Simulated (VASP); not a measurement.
# AlIr (Pm-3m) in VASP: a series of runs, part 2 of 2

VASP 6.6.1.

## (4) Relaxation of cell and atoms, LDA+U, target pressure 5 GPa, at which the enthalpy is minimised

Contents of INCAR:

```
  ALGO = Normal
  EDIFF = 1E-6
  EDIFFG = -0.002
  ENCUT = 600
  IBRION = 2
  ISIF = 3
  ISMEAR = -1
  LASPH = T
  LCHARG = F
  LDAU = T
  LDAUJ = 0 0
  LDAUL = -1 2
  LDAUPRINT = 1
  LDAUTYPE = 2
  LDAUU = 0 4
  LMAXMIX = 4
  LREAL = F
  LWAVE = F
  NELM = 150
  NSW = 100
  PREC = Accurate
  PSTRESS = 50.0
  SIGMA = 0.1
```

Contents of KPOINTS:

```
k-points
0
Gamma
  14 14 14
```

Contents of POSCAR:

```
AlIr
1.0
    2.9697314270      0.0000000000      0.0000000000
    0.0000000000      2.9697314270      0.0000000000
    0.0000000000      0.0000000000      2.9697314270
Al Ir
1 1
Direct
    0.0000000000      0.0000000000      0.0000000000
    0.5000000000      0.5000000000      0.5000000000
```

Potentials or basis: VASP PAW LDA potentials, release 64 (Al, Ir).

Command:

```console
> cat potpaw_LDA.64/Al/POTCAR potpaw_LDA.64/Ir/POTCAR > POTCAR
> mpirun -np 1 vasp_std > vasp.out
```

OUTCAR:

```text
EDIFF = 1E-6
   EDIFFG = -0.002
   ENCUT = 600
   IBRION = 2
   ISIF = 3
   ISMEAR = -1
   LASPH = T
   LREAL = F
   NELM = 150
   NSW = 100
   PREC = Accurate
   PSTRESS = 50.0

 ion  position               nearest neighbor table
   1  0.000  0.000  0.000-   2 2.57   2 2.57   2 2.57   2 2.57   2 2.57   2 2.57   2 2.57   2 2.57

   2  0.500  0.500  0.500-   1 2.57   1 2.57   1 2.57   1 2.57   1 2.57   1 2.57   1 2.57   1 2.57

  LATTYP: Found a simple cubic cell.
 ALAT       =     2.9697314270

  Lattice vectors:

 A1 = (   2.9697314270,   0.0000000000,   0.0000000000)
 A2 = (   0.0000000000,   2.9697314270,   0.0000000000)
 A3 = (   0.0000000000,   0.0000000000,   2.9697314270)

Analysis of symmetry for initial positions (statically):
=====================================================================
 Subroutine PRICEL returns:
 Original cell was already a primitive cell.

 Routine SETGRP: Setting up the symmetry group for a
 simple cubic supercell.

 Subroutine GETGRP returns: Found 48 space group operations
 (whereof 48 operations were pure point group operations)
 out of a pool of 48 trial point group operations.

The static configuration has the point symmetry O_h .

Analysis of symmetry for dynamics (positions and initial velocities):
=====================================================================
 Subroutine PRICEL returns:
 Original cell was already a primitive cell.

 Routine SETGRP: Setting up the symmetry group for a
 simple cubic supercell.

 Subroutine GETGRP returns: Found 48 space group operations
 (whereof 48 operations were pure point group operations)
 out of a pool of 48 trial point group operations.

The dynamic configuration has the point symmetry O_h .

 Subroutine INISYM returns: Found 48 space group operations
 (whereof 48 operations are pure point group operations),
 and found     1 'primitive' translations

----------------------------------------------------------------------------------------

                                     Primitive cell

  volume of cell :      26.1910

  direct lattice vectors                    reciprocal lattice vectors
     2.969731427  0.000000000  0.000000000     0.336730787  0.000000000  0.000000000
     0.000000000  2.969731427  0.000000000     0.000000000  0.336730787  0.000000000
     0.000000000  0.000000000  2.969731427     0.000000000  0.000000000  0.336730787

  length of vectors
     2.969731427  2.969731427  2.969731427     0.336730787  0.336730787  0.336730787

  position of ions in fractional coordinates (direct lattice)
     0.000000000  0.000000000  0.000000000
     0.500000000  0.500000000  0.500000000

  ion indices of the primitive-cell ions
   primitive index   ion index
                 1           1
                 2           2

----------------------------------------------------------------------------------------

 KPOINTS: k-points

Automatic generation of k-mesh.
 Grid dimensions read from file:
 generate k-points for:   14   14   14

 Generating k-lattice:

[... 105 lines left out ...]

 number of electron      12.0000000 magnetization

 Free energy of the ion-electron system (eV)
  ---------------------------------------------------
  ext. energy  EPLUGINS =         0.00000000
  ---------------------------------------------------
  free energy    TOTEN  =       -12.97504804 eV

  energy without entropy =      -12.95920231  energy(sigma->0) =      -12.96712518

------------------------ aborting loop because EDIFF is reached ----------------------------------------

  FORCE on cell =-STRESS in cart. coord.  units (eV):
  Direction    XX          YY          ZZ          XY          YZ          ZX
  --------------------------------------------------------------------------------------
  -------------------------------------------------------------------------------------
  Total       -1.5423611     -1.5423611     -1.5423611     -0.0000000     -0.0000000      0.0000000
  in kB      -94.3506973    -94.3506973    -94.3506973     -0.0000000     -0.0000000      0.0000000
  external PRESSURE =    -144.3506973 kB  Pullay stress =      50.0000000 kB
[... 211 lines left out ...]
  energy  without entropy=      -12.9856034691  energy(sigma->0) =      -12.99252251

  enthalpy is  TOTEN    =       -12.2258566803 eV   P V=        0.7735848681

atom =   2  type =  2  l = 2

 onsite density matrix

spin component  1

  0.8793  0.0000 -0.0000 -0.0000 -0.0000
  0.0000  0.8793  0.0000 -0.0000 -0.0000
 -0.0000  0.0000  0.6849  0.0000  0.0000
 -0.0000 -0.0000  0.0000  0.8793  0.0000
 -0.0000 -0.0000  0.0000  0.0000  0.6849

spin component  2

  0.8793  0.0000 -0.0000 -0.0000 -0.0000
  0.0000  0.8793  0.0000 -0.0000 -0.0000
 -0.0000  0.0000  0.6849  0.0000  0.0000
 -0.0000 -0.0000  0.0000  0.8793  0.0000
 -0.0000 -0.0000  0.0000  0.0000  0.6849

 occupancies and eigenvectors

  o =  0.6849  v =  0.0000  0.0000 -0.9998  0.0000 -0.0218  0.0000  0.0000  0.0000  0.0000  0.0000      0.0000  0.0000  0.0000  0.0000  0.0000  0.0000  0.0000  0.0000  0.0000  0.0000
  o =  0.6849  v =  0.0000  0.0000  0.0000  0.0000  0.0000  0.0000  0.0000 -0.9998  0.0000 -0.0218      0.0000  0.0000  0.0000  0.0000  0.0000  0.0000  0.0000  0.0000  0.0000  0.0000
  o =  0.6849  v =  0.0000  0.0000 -0.0218 -0.0000  0.9998  0.0000  0.0000  0.0000  0.0000  0.0000      0.0000  0.0000  0.0000  0.0000  0.0000  0.0000  0.0000  0.0000  0.0000  0.0000
  o =  0.6849  v =  0.0000  0.0000  0.0000  0.0000  0.0000  0.0000  0.0000 -0.0218 -0.0000  0.9998      0.0000  0.0000  0.0000  0.0000  0.0000  0.0000  0.0000  0.0000  0.0000  0.0000
  o =  0.8793  v =  0.0000  0.0000  0.0000  0.0000  0.0000  0.0000 -0.9958 -0.0000  0.0915  0.0000      0.0000  0.0000  0.0000  0.0000  0.0000  0.0000  0.0000  0.0000  0.0000  0.0000
  o =  0.8793  v =  0.0000 -0.9958 -0.0000  0.0915  0.0000  0.0000  0.0000  0.0000  0.0000  0.0000      0.0000  0.0000  0.0000  0.0000  0.0000  0.0000  0.0000  0.0000  0.0000  0.0000
  o =  0.8793  v =  0.0000  0.0000  0.0000  0.0000  0.0000  0.0000 -0.0915 -0.0000 -0.9958 -0.0000      0.0000  0.0000  0.0000  0.0000  0.0000  0.0000  0.0000  0.0000  0.0000  0.0000
  o =  0.8793  v =  0.0000 -0.0915 -0.0000 -0.9958 -0.0000  0.0000  0.0000  0.0000  0.0000  0.0000      0.0000  0.0000  0.0000  0.0000  0.0000  0.0000  0.0000  0.0000  0.0000  0.0000
  o =  0.8793  v =  1.0000  0.0000  0.0000  0.0000  0.0000  0.0000  0.0000  0.0000  0.0000  0.0000      0.0000  0.0000  0.0000  0.0000  0.0000  0.0000  0.0000  0.0000  0.0000  0.0000
  o =  0.8793  v =  0.0000  0.0000  0.0000  0.0000  0.0000  1.0000  0.0000  0.0000  0.0000  0.0000      0.0000  0.0000  0.0000  0.0000  0.0000  0.0000  0.0000  0.0000  0.0000  0.0000

--------------------------------------- Ionic step        7  -------------------------------------------

 number of electron      12.0000000 magnetization

 Free energy of the ion-electron system (eV)
  ---------------------------------------------------
  ext. energy  EPLUGINS =         0.00000000
  ---------------------------------------------------
  free energy    TOTEN  =       -12.99834117 eV

  energy without entropy =      -12.98455492  energy(sigma->0) =      -12.99144805

 E-fermi :  11.6599     XC(G=0): -13.1903

 val. band max:       11.6478914870   @ k =   0.5000   0.4286   0.1429
 cond. band min:      11.7231288139   @ k =   0.5000   0.3571   0.0000
 fundamental gap:      0.0752373269
 Fermi energy:        11.6598532500

 k-point     1 :       0.0000    0.0000    0.0000
  band No.  band energies     occupation
      1      -1.0676      2.00000
      2       4.9784      2.00000
      3       4.9784      2.00000
      4       8.7909      2.00000
      5       8.7909      2.00000
      6       8.7909      2.00000
      7      16.3554      0.00000
      8      16.3554      0.00000
      9      16.3554      0.00000
     10      21.9506      0.00000
[... 287 lines left out ...]
 k-point    24 :       0.3571    0.2143    0.0000
  band No.  band energies     occupation
      1       2.0559      2.00000
      2       4.6316      2.00000
      3       6.3353      2.00000
      4       7.1689      2.00000
      5       7.1982      2.00000
      6       8.1588      2.00000
      7      12.5857      0.00019
      8      16.4252      0.00000
      9      19.1275      0.00000
     10      21.3451      0.00000

 [... further k-points ...]

------------------------ aborting loop because EDIFF is reached ----------------------------------------

  FORCE on cell =-STRESS in cart. coord.  units (eV):
  Direction    XX          YY          ZZ          XY          YZ          ZX
  --------------------------------------------------------------------------------------
  -------------------------------------------------------------------------------------
  Total        0.7690978      0.7690978      0.7690978      0.0000000     -0.0000000      0.0000000
  in kB       49.7840428     49.7840428     49.7840428      0.0000000     -0.0000000      0.0000000
  external PRESSURE =      -0.2159572 kB  Pullay stress =      50.0000000 kB
[... 21 lines left out ...]
  energy  without entropy=      -12.9845549198  energy(sigma->0) =      -12.99144805

  enthalpy is  TOTEN    =       -12.2259070992 eV   P V=        0.7724340719

 reached required accuracy - stopping structural energy minimisation
```

CONTCAR:

```text
AlIr
   1.00000000000000
     2.9142982806787412   -0.0000000000000000    0.0000000000000000
     0.0000000000000000    2.9142982806787412    0.0000000000000000
    -0.0000000000000000   -0.0000000000000000    2.9142982806787412
  Al              Ir
     1     1
Direct
     0.0000000000000000    0.0000000000000000    0.0000000000000000
     0.5000000000000000    0.5000000000000000    0.5000000000000000

  0.00000000E+00  0.00000000E+00  0.00000000E+00
  0.00000000E+00  0.00000000E+00  0.00000000E+00
```

Run time: 29 s. Hardware: 1 thread of Intel Xeon 6975P-C (Granite Rapids), shared host; peak memory 0.18 GiB.

Results:

- Free energy: -12.9983 eV
- Relaxed volume: 12.38 Å³/atom
- Relaxed cell: a = 2.914 Å, b = 2.914 Å, c = 2.914 Å, α = 90.00°, β = 90.00°, γ = 90.00°
- Space group after relaxing (to 0.05 Å): Pm-3m (No. 221)
- Energy change on relaxing (the enthalpy is what falls): -11.6 meV/atom
- Ionic steps: 7
- Pressure after relaxing: 5.0 GPa
- Band gap on the k mesh: zero (band 6 reaches 13.28 eV, above the bottom of band 7 at 11.31 eV)

The path:
| step | energy change (eV) | largest force (eV/Å) | pressure (GPa) | volume (Å³) |
| --- | --- | --- | --- | --- |
| 1 | 0.0000 | 0.0000 | -9.44 | 26.19 |
| 2 | 0.4116 | 0.0000 | 49.54 | 21.97 |
| 3 | -0.0250 | 0.0000 | 4.33 | 24.81 |
| 4 | -0.0235 | 0.0000 | 4.88 | 24.76 |
| 5 | -0.0227 | 0.0000 | 5.24 | 24.73 |
| 6 | -0.0244 | 0.0000 | 4.56 | 24.79 |
| 7 | -0.0233 | 0.0000 | 4.98 | 24.75 |

Final structure:
```
Al Ir
1.0
     2.91430    0.00000    0.00000
     0.00000    2.91430    0.00000
     0.00000    0.00000    2.91430
Al Ir
1 1
Cartesian
  0.0000 0.0000 0.0000
  1.4571 1.4571 1.4571
```

Eigenvalues of the final occupation matrices:
```csv
site,spin,trace,eigenvalues
site 2 d,1,4.01,0.68 0.68 0.88 0.88 0.88
site 2 d,2,4.01,0.68 0.68 0.88 0.88 0.88
```

Caveat: the cell is relaxed towards a set pressure, so the enthalpy falls and the energy may rise; spin-orbit coupling is left out, which moves the levels of the heavy elements; U without spin polarisation on a metal has little footing; the U is typed as a test and isn't derived for this compound.

## (5) Overview

| level | U | cell | gap on the mesh (eV) | pressure (GPa) |
| --- | --- | --- | --- | --- |
| LDA | - | relaxed to 5 GPa from a = 2.970 Å, 2 atoms | none | 5.0 |
| LDA | - | relaxed from a = 2.995 Å, 2 atoms | none | 0.0 |
| LDA+U | Ir d U = 4.0 eV | relaxed to 5 GPa from a = 2.970 Å, 2 atoms | none | 5.0 |

Alike in all rows: task relaxation of cell and atoms; potentials or basis VASP PAW LDA potentials, release 64 (Al, Ir); no spin polarisation; k mesh 14 × 14 × 14; cutoff (eV) 600; smearing fermi-dirac 0.1 eV.

Caveats: spin-orbit coupling is left out, which moves the levels of the heavy elements; the cell is relaxed towards a set pressure, so the enthalpy falls and the energy may rise (some runs); U without spin polarisation on a metal has little footing (some runs); the U is typed as a test and isn't derived for this compound (some runs).

Total energies depend on the potentials used, so only differences within one code and one set of settings carry meaning.
